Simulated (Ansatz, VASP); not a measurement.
**Al2Pt: VASP beside Ansatz**

```
Al Pt
1.0
     0.00000    2.95500    2.95500
     2.95500    0.00000    2.95500
     2.95500    2.95500    0.00000
Al Pt
2 1
Direct
  0.25000 0.25000 0.25000
  0.75000 0.75000 0.75000
  0.00000 0.00000 0.00000
```

Alike in both runs: task single point; functional PBEsol; k mesh 6 × 6 × 6; occupations gaussian, width 0.1 eV; no spin polarisation.

|  | VASP | Ansatz |
| --- | --- | --- |
| version | VASP 6.6.1 | Ansatz 0.2.0 |
| potentials or method | VASP PAW PBE potentials, release 64 (Al, Pt), cutoff 520 eV | scalar-relativistic, plane waves, PAW |
| valence electrons in the cell | 16 | 24 |

|  | VASP | Ansatz | Ansatz less VASP |
| --- | --- | --- | --- |
| gap on the k mesh at the Fermi level (eV) | none | none | - |
| pressure (GPa) | -1.1 | -1.0 | +0.04 |

VASP's potentials were made for PBE, not for PBEsol. A gap of «none» marks a metal or a gap that the smearing closes. VASP's potentials hold 16 valence electrons a cell and Ansatz's 24, so a difference there can come from the potentials and not from the codes.

Neither program's run includes spin-orbit coupling.
